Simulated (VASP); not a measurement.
# Ta2Si (I4/mcm) in VASP: notebook

Ta2Si is run at these levels: r2SCAN, LDA; tasks: single point.

Program: VASP 6.6.1. These are calculated values, not measurements. Logs are shortened: lines on timing, memory, paths and dates and some standing lists are left out, and cuts for length are marked.

## Step 1: The cell of the first run

Symmetry: I4/mcm, No. 140, tetragonal system. The conventional cell has a = 6.176 Å, b = 6.176 Å, c = 5.047 Å, α = 90.00°, β = 90.00°, γ = 90.00°. Within 3.5 Å of Ta (site symmetry m2m) lie 4 Si at 2.63 Å and 11 Ta at 2.86 to 3.27 Å. Within 3.3 Å of Si (site symmetry 422) lie 2 Si at 2.52 Å and 8 Ta at 2.63 Å.

## Step 2: Single point, r2SCAN

Input file POSCAR:

```
Ta2Si
1.0
   -3.0877629443      3.0877629443      2.5236412193
    3.0877629443     -3.0877629443      2.5236412193
    3.0877629443      3.0877629443     -2.5236412193
Ta Si
4 2
Direct
    0.6635932100      0.8364067900      0.5000000000
    0.8364067900      0.3364067900      0.1728135800
    0.3364067900      0.1635932100      0.5000000000
    0.1635932100      0.6635932100      0.8271864200
    0.2500000000      0.2500000000      0.0000000000
    0.7500000000      0.7500000000      0.0000000000
```

Input file INCAR.step1:

```
SYSTEM = Ta2Si
  PREC = Accurate
  ENCUT = 520
  ISMEAR = -1
  SIGMA = 0.01
  LREAL = .FALSE.
  LASPH = .TRUE.
  NELM = 80
  NBANDS = 35
  GGA = PE
  ALGO = Normal
  EDIFF = 1E-4
  LWAVE = .TRUE.
  LCHARG = .FALSE.
```

Input file INCAR.step2:

```
SYSTEM = Ta2Si
  PREC = Accurate
  ENCUT = 520
  EDIFF = 1E-7
  ISMEAR = -1
  SIGMA = 0.01
  LREAL = .FALSE.
  LASPH = .TRUE.
  NELM = 80
  ALGO = Normal
  ISIF = 2
  LWAVE = .FALSE.
  LCHARG = .FALSE.
  METAGGA = R2SCAN
  LMIXTAU = .TRUE.
  NBANDS = 35
  ISTART = 1
```

Input file KPOINTS:

```
regular mesh
0
G
  10 10 10
  0 0 0
```

Potentials or basis: VASP PAW PBE potentials, release 64 (Ta_pv, Si).

Started as:

```
> cat potpaw_PBE.64/Ta_pv/POTCAR potpaw_PBE.64/Si/POTCAR > POTCAR
> cp INCAR.step1 INCAR
> mpirun -np 1 vasp_std > vasp.out
> cp INCAR.step2 INCAR
> mpirun -np 1 vasp_std > vasp.out
```

OUTCAR:

```text
SYSTEM = Ta2Si
   PREC = Accurate
   ENCUT = 520
   EDIFF = 1E-7
   ISMEAR = -1
   LREAL = .FALSE.
   LASPH = .TRUE.
   NELM = 80
   ISIF = 2
   METAGGA = R2SCAN
   ISTART = 1

 ion  position               nearest neighbor table
   1  0.664  0.836  0.500-   5 2.63   5 2.63   6 2.63   6 2.63   3 2.86   3 2.94   3 2.94   2 3.23
                             4 3.23   4 3.23   2 3.23   4 3.27   2 3.27   4 3.27   2 3.27
   2  0.836  0.336  0.173-   6 2.63   5 2.63   5 2.63   6 2.63   4 2.86   4 2.94   4 2.94   1 3.23
                             3 3.23   3 3.23   1 3.23   1 3.27   3 3.27   3 3.27   1 3.27
   3  0.336  0.164  0.500-   6 2.63   6 2.63   5 2.63   5 2.63   1 2.86   1 2.94   1 2.94   2 3.23
                             4 3.23   4 3.23   2 3.23   4 3.27   2 3.27   2 3.27   4 3.27
   4  0.164  0.664  0.827-   6 2.63   5 2.63   5 2.63   6 2.63   2 2.86   2 2.94   2 2.94   3 3.23
                             1 3.23   1 3.23   3 3.23   3 3.27   1 3.27   1 3.27   3 3.27
   5  0.250  0.250  0.000-   6 2.52   6 2.52   1 2.63   1 2.63   3 2.63   4 2.63   3 2.63   2 2.63
                             4 2.63   2 2.63
   6  0.750  0.750  0.000-   5 2.52   5 2.52   3 2.63   3 2.63   1 2.63   1 2.63   4 2.63   2 2.63
                             4 2.63   2 2.63

  LATTYP: Found a body centered tetragonal cell.
 ALAT       =     6.1755258886
 C/A-ratio  =     0.8173040693

  Lattice vectors:

 A1 = (  -3.0877629443,   3.0877629443,   2.5236412193)
 A2 = (   3.0877629443,  -3.0877629443,   2.5236412193)
 A3 = (   3.0877629443,   3.0877629443,  -2.5236412193)

Analysis of symmetry for initial positions (statically):
=====================================================================
 Subroutine PRICEL returns:
 Original cell was already a primitive cell.

 Routine SETGRP: Setting up the symmetry group for a
 body centered tetragonal supercell.

 Subroutine GETGRP returns: Found 16 space group operations
 (whereof  8 operations were pure point group operations)
 out of a pool of 16 trial point group operations.

The static configuration has the point symmetry C_4h.
 The point group associated with its full space group is D_4h.

Analysis of symmetry for dynamics (positions and initial velocities):
=====================================================================
 Subroutine PRICEL returns:
 Original cell was already a primitive cell.

 Routine SETGRP: Setting up the symmetry group for a
 body centered tetragonal supercell.

 Subroutine GETGRP returns: Found 16 space group operations
 (whereof  8 operations were pure point group operations)
 out of a pool of 16 trial point group operations.

The dynamic configuration has the point symmetry C_4h.
 The point group associated with its full space group is D_4h.

 Subroutine INISYM returns: Found 16 space group operations
 (whereof  8 operations are pure point group operations),
 and found     1 'primitive' translations

----------------------------------------------------------------------------------------

                                     Primitive cell

  volume of cell :      96.2444

  direct lattice vectors                    reciprocal lattice vectors
    -3.087762944  3.087762944  2.523641219     0.000000000  0.161929529  0.198126420
     3.087762944 -3.087762944  2.523641219     0.161929529  0.000000000  0.198126420
     3.087762944  3.087762944 -2.523641219     0.161929529  0.161929529  0.000000000

  length of vectors
     5.043542902  5.043542902  5.043542902     0.255881322  0.255881322  0.229002936

  position of ions in fractional coordinates (direct lattice)
     0.663593210  0.836406790  0.500000000
     0.836406790  0.336406790  0.172813580
     0.336406790  0.163593210  0.500000000
     0.163593210  0.663593210  0.827186420
     0.250000000  0.250000000  0.000000000
     0.750000000  0.750000000  0.000000000

  ion indices of the primitive-cell ions
   primitive index   ion index
                 1           1
                 2           2
                 3           3
                 4           4
                 5           5
                 6           6

----------------------------------------------------------------------------------------

 KPOINTS: regular mesh

Automatic generation of k-mesh.
 Grid dimensions read from file:
 generate k-points for:   10   10   10

 Generating k-lattice:

  Cartesian coordinates                     Fractional coordinates (reciprocal lattice)
     0.000000000  0.016192953  0.019812642     0.100000000  0.000000000 -0.000000000
     0.016192953  0.000000000  0.019812642     0.000000000  0.100000000 -0.000000000
     0.016192953  0.016192953  0.000000000     0.000000000  0.000000000  0.100000000

  Length of vectors
     0.025588132  0.025588132  0.022900294

  Shift w.r.t. Gamma in fractional coordinates (k-lattice)
     0.000000000  0.000000000  0.000000000

 Subroutine IBZKPT returns following result:
 ===========================================

 Found    102 irreducible k-points:

 Following reciprocal coordinates:
            Coordinates               Weight
  0.000000  0.000000  0.000000      1.000000
  0.100000  0.000000 -0.000000      8.000000
  0.200000  0.000000 -0.000000      8.000000
  0.300000  0.000000 -0.000000      8.000000
  0.400000  0.000000 -0.000000      8.000000
  0.500000  0.000000 -0.000000      4.000000
[... 16 lines left out ...]
  0.300000  0.300000 -0.000000      8.000000
  0.400000  0.300000 -0.000000     16.000000
 [... further k-points ...]
   k-points           NKPTS =    102   k-points in BZ     NKDIM =    102   number of bands    NBANDS=     35
   number of dos      NEDOS =    301   number of ions     NIONS =      6
   total plane-waves  NPLWV =  64000
   dimension x,y,z NGX =    40 NGY =   40 NGZ =   40
   dimension x,y,z NGXF=    80 NGYF=   80 NGZF=   80
   ions per type =               4   2
   NGX,Y,Z   is equivalent  to a cutoff of  13.18, 13.18, 13.18 a.u.
   NGXF,Y,Z  is equivalent  to a cutoff of  26.37, 26.37, 26.37 a.u.
 SYSTEM =  Ta2Si
   PREC   = accura    normal or accurate (medium, high low for compatibility)
   ISTART =      1    job   : 0-new  1-cont  2-samecut
   ICHARG =      0    charge: 1-file 2-atom 10-const
   ISPIN  =      1    spin polarized calculation?
   LNONCOLLINEAR =      F non collinear calculations
   LSORBIT =      F    spin-orbit coupling
   LASPH  =      T    aspherical Exc in radial PAW
   ENCUT  =  520.0 eV  38.22 Ry    6.18 a.u.   9.38  9.38  9.38*2*pi/ulx,y,z
   NELM   =     80;   NELMIN=  2; NELMDL=  0     # of ELM steps
   EDIFF  = 0.1E-06   stopping-criterion for ELM
   LREAL  =      F    real-space projection
   EDIFFG = 0.1E-05   stopping-criterion for IOM
   NSW    =      0    number of steps for IOM
   IBRION =     -1    ionic relax: 0-MD 1-quasi-New 2-CG
   NFREE  =      0    steps in history (QN), initial steepest desc. (CG)
   ISIF   =      2    stress and relaxation
   ISYM   =      2    0-nonsym 1-usesym 2-fastsym
   POTIM  = 0.5000    time-step for ionic-motion
   TEBEG  =    0.0;   TEEND  =   0.0 temperature during run
   PSTRESS=    0.0 pullay stress
   NELECT =      52.0000    total number of electrons
   NUPDOWN=      -1.0000    fix difference up-down
   EMIN   =  10.00;   EMAX   =-10.00  energy-range for DOS
   EFERMI =   0.00;   METHOD = LEGACY
   ISMEAR =    -1;   SIGMA  =   0.01  broadening in eV -4-tet -1-fermi 0-gaus
   EFERMI_NEDOS =   21; number of points for ismear=-14 and -15
   IALGO  =     38    algorithm
   IMIX   =      4    mixing-type and parameters
     AMIX     =   0.40;   BMIX     =  1.00
     AMIX_MAG =   1.60;   BMIX_MAG =  1.00
  volume/ion in A,a.u.               =      16.04       108.25
  Fermi-wavevector in a.u.,A,eV,Ry     =   1.333370  2.519705 24.189476  1.777876
  Thomas-Fermi vector in A             =   2.462234
   LORBIT       =      0    0 simple, 1 ext, 2 COOP (PROOUT), +10 PAW based schemes
   METAGGA = R2SCAN    functional components
   LHFCALC =     F    Hartree Fock is set to
   AEXX    =    0.0000 exact exchange contribution
   IVDW    =     0    specifies the selected vdW correction
   LEPSILON=     F    determine dielectric tensor
   LRPA    =     F    only Hartree local field effects (RPA)
 non-spin polarized calculation
  energy-cutoff  :      520.00
  volume of cell :       96.24
 maximum number of plane-waves:      2618
 NGX is ok and might be reduce to    40
   NGX = 19   NGY = 19   NGZ = 19

 number of electron      52.0000001 magnetization

 Free energy of the ion-electron system (eV)
  ---------------------------------------------------
  ext. energy  EPLUGINS =         0.00000000
  ---------------------------------------------------
  free energy    TOTEN  =      -215.48240090 eV

  energy without entropy =     -215.48111663  energy(sigma->0) =     -215.48175876

 E-fermi :   7.4977     XC(G=0): -13.4857

 val. band max:        7.4936193682   @ k =   0.5000   0.5000   0.2000
 cond. band min:       7.5088361361   @ k =   0.5000   0.5000  -0.0000
 fundamental gap:      0.0152167678
 Fermi energy:         7.4976802479

 k-point     1 :       0.0000    0.0000    0.0000
  band No.  band energies     occupation
      1     -28.3143      2.00000
      2     -28.3143      2.00000
      3     -28.3076      2.00000
      4     -28.2612      2.00000
      5     -28.2612      2.00000
      6     -28.2195      2.00000
[... 27 lines left out ...]
     34      12.0691      0.00000
     35      13.4576      0.00000

 k-point     2 :       0.1000    0.0000   -0.0000
  band No.  band energies     occupation
      1     -28.3436      2.00000
      2     -28.3409      2.00000
      3     -28.3109      2.00000
      4     -28.2342      2.00000
      5     -28.2307      2.00000
      6     -28.2136      2.00000
[... 27 lines left out ...]
     34      11.8198      0.00000
     35      13.0770      0.00000

 k-point     3 :       0.2000    0.0000   -0.0000
  band No.  band energies     occupation
      1     -28.3781      2.00000
      2     -28.3764      2.00000
      3     -28.3267      2.00000
      4     -28.2188      2.00000
      5     -28.1960      2.00000
      6     -28.1826      2.00000
[... 27 lines left out ...]
     34      12.0752      0.00000
     35      12.3968      0.00000

 k-point     4 :       0.3000    0.0000   -0.0000
  band No.  band energies     occupation
      1     -28.4077      2.00000
      2     -28.4045      2.00000
      3     -28.3193      2.00000
      4     -28.2191      2.00000
      5     -28.1958      2.00000
      6     -28.1344      2.00000
[... 27 lines left out ...]
     34      11.7350      0.00000
     35      12.2214      0.00000

 k-point     5 :       0.4000    0.0000   -0.0000
  band No.  band energies     occupation
      1     -28.4259      2.00000
      2     -28.4238      2.00000
      3     -28.2815      2.00000
      4     -28.2116      2.00000
      5     -28.2099      2.00000
      6     -28.1116      2.00000
[... 638 lines left out ...]
 k-point    22 :      -0.2000    0.2000    0.0000
  band No.  band energies     occupation
      1     -28.3543      2.00000
      2     -28.3123      2.00000
      3     -28.2971      2.00000
      4     -28.2709      2.00000
      5     -28.2620      2.00000
      6     -28.1894      2.00000
[... 27 lines left out ...]
     34      12.1549      0.00000
     35      12.5623      0.00000

 k-point    23 :       0.3000    0.3000   -0.0000
  band No.  band energies     occupation
      1     -28.4347      2.00000
      2     -28.3478      2.00000
      3     -28.3115      2.00000
      4     -28.2382      2.00000
      5     -28.2289      2.00000
      6     -28.1346      2.00000
[... 27 lines left out ...]
     34      11.2772      0.00000
     35      12.1867      0.00000

 k-point    24 :       0.4000    0.3000   -0.0000
  band No.  band energies     occupation
      1     -28.4163      2.00000
      2     -28.3427      2.00000
      3     -28.3248      2.00000
      4     -28.2433      2.00000
      5     -28.2078      2.00000
      6     -28.1404      2.00000
[... 27 lines left out ...]
     34      11.5133      0.00000
     35      11.9621      0.00000

 [... further k-points ...]

------------------------ aborting loop because EDIFF is reached ----------------------------------------

  FORCE on cell =-STRESS in cart. coord.  units (eV):
  Direction    XX          YY          ZZ          XY          YZ          ZX
  --------------------------------------------------------------------------------------
  -------------------------------------------------------------------------------------
  Total       -0.0671651     -0.0671651      0.1279084      0.0000000     -0.0000000      0.0000000
  in kB       -1.1180948     -1.1180948      2.1292868      0.0000000     -0.0000000      0.0000000
  external PRESSURE =      -0.0356343 kB  Pullay stress =       0.0000000 kB

 VOLUME and BASIS-vectors are now :
 -----------------------------------------------------------------------------
  energy-cutoff  :      520.00
  volume of cell :       96.24
      direct lattice vectors                 reciprocal lattice vectors
    -3.087762944  3.087762944  2.523641219     0.000000000  0.161929529  0.198126420
     3.087762944 -3.087762944  2.523641219     0.161929529  0.000000000  0.198126420
     3.087762944  3.087762944 -2.523641219     0.161929529  0.161929529  0.000000000

 POSITION                                       TOTAL-FORCE (eV/Angst)
 -----------------------------------------------------------------------------------
      2.07749      1.01027      2.52364        -0.005501      0.005501     -0.000000
     -1.01027      2.07749      2.52364        -0.005501     -0.005501     -0.000000
      1.01027      2.07749      0.00000         0.005501     -0.005501     -0.000000
      4.09804      1.01027      0.00000         0.005501      0.005501      0.000000
      0.00000      0.00000      1.26182         0.000000     -0.000000     -0.000000
      0.00000      0.00000      3.78546         0.000000     -0.000000     -0.000000
 -----------------------------------------------------------------------------------
    total drift:                               -0.000000     -0.000000     -0.000000

  FREE ENERGIE OF THE ION-ELECTRON SYSTEM (eV)
  ---------------------------------------------------
  free  energy   TOTEN  =      -215.4824008967 eV

  energy  without entropy=     -215.4811166293  energy(sigma->0) =     -215.48175876
```

Run time: 20 min. Hardware: 1 thread of Intel Xeon Platinum 8259CL at 2.50GHz (Skylake/Cascade Lake), shared host; peak memory 0.43 GiB.

What came out:

- Free energy: -215.4824 eV
- Pressure: 0.0 GPa
- Largest force: 0.008 eV/Å
- Band gap on the k mesh: zero (bands 26 and 27 overlap by 0.81 eV)

Forces in eV/Å, atoms in the order of the input:
```
Ta  -0.006  0.006  0.000
Ta  -0.006 -0.006  0.000
Ta   0.006 -0.006  0.000
Ta   0.006  0.006  0.000
Si   0.000  0.000  0.000
Si   0.000  0.000  0.000
```

Stress tensor (GPa, compression positive):
```
-0.11  0.00  0.00
 0.00 -0.11  0.00
 0.00  0.00  0.21
```

Levels at points of the mesh, in eV from the Fermi level:
```tsv
k point	band 23	band 24	band 25	band 26	band 27	band 28	band 29	band 30
(0.00, 0.00, 0.00)	-2.66	-2.21	0.22	0.28	1.00	1.45	1.45	1.67
(0.50, 0.00, 0.00)	-2.07	-2.07	-1.21	-1.21	0.76	0.76	2.03	2.03
(0.50, 0.50, 0.00)	-2.12	-1.63	-0.15	0.01	0.11	0.67	1.43	1.92
(0.50, 0.50, 0.50)	-1.12	-1.11	-1.10	-1.10	-0.22	0.34	0.79	0.79
```

Caveat: the PAW data sets were made with another functional, which shifts forces and pressure a little; spin-orbit coupling is left out, which moves the levels of the heavy elements.

## Step 3: Single point, LDA

Input file INCAR:

```
SYSTEM = Ta2Si
PREC     = Accurate       ! precision mode
ENCUT    = 520            ! plane-wave cutoff, eV
EDIFF    = 1E-7           ! SCF threshold, eV
ISMEAR   = 0              ! smearing method
SIGMA    = 0.1            ! smearing width, eV
LREAL    = .False.        ! projectors in reciprocal space
LASPH    = .True.         ! aspherical terms in the spheres
NELM     = 80             ! most SCF steps
ALGO     = Fast           ! electronic algorithm
ISIF     = 2              ! what is computed and relaxed
LWAVE    = .False.        ! write WAVECAR
LCHARG   = .True.         ! write CHGCAR
LELF     = .True.         ! ELF
LVHAR    = .True.       
NBANDS   = 35             ! bands
```

Input file KPOINTS:

```
regular mesh
0
Gamma
  10 10 10
  0 0 0
```

POSCAR is that of step 2.

Potentials or basis: VASP PAW LDA potentials, release 64 (Ta_pv, Si).

Started as:

```
> cat potpaw_LDA.64/Ta_pv/POTCAR potpaw_LDA.64/Si/POTCAR > POTCAR
> mpirun -np 1 vasp_std > vasp.out
```

Wall time 12 min (1 thread of Intel Xeon 8259CL, shared host); peak memory 0.39 GiB.

Results (log left out):

* Free energy: -66.6774 eV
* Pressure: -6.8 GPa
* Largest force: 0.043 eV/Å
* Band gap on the k mesh: zero (bands 26 and 27 overlap by 0.77 eV)

Forces in eV/Å, atoms in the order of the input:
```
Ta   0.030 -0.030  0.000
Ta   0.030  0.030  0.000
Ta  -0.030  0.030  0.000
Ta  -0.030 -0.030  0.000
Si   0.000  0.000  0.000
Si   0.000  0.000  0.000
```

Stress tensor (GPa, compression positive):
```
-7.30  0.00  0.00
 0.00 -7.30  0.00
 0.00  0.00 -5.92
```

Levels at points of the mesh, in eV from the Fermi level:
| k point | band 22 | band 23 | band 24 | band 25 | band 26 | band 27 | band 28 | band 29 | band 30 | band 31 |
| --- | --- | --- | --- | --- | --- | --- | --- | --- | --- | --- |
| (0.00, 0.00, 0.00) | -2.46 | -2.43 | -1.96 | 0.16 | 0.21 | 0.90 | 1.26 | 1.26 | 1.55 | 1.55 |
| (0.50, 0.00, 0.00) | -2.00 | -1.94 | -1.94 | -1.01 | -1.01 | 0.68 | 0.68 | 1.85 | 1.85 | 2.74 |
| (0.50, 0.50, 0.00) | -2.12 | -1.87 | -1.42 | -0.19 | 0.00 | 0.07 | 0.63 | 1.30 | 1.76 | 3.12 |
| (0.50, 0.50, 0.50) | -1.42 | -1.04 | -1.01 | -1.01 | -0.99 | -0.25 | 0.21 | 0.71 | 0.71 | 2.66 |

Caveat: the cell stands under tension; spin-orbit coupling is left out, which moves the levels of the heavy elements.
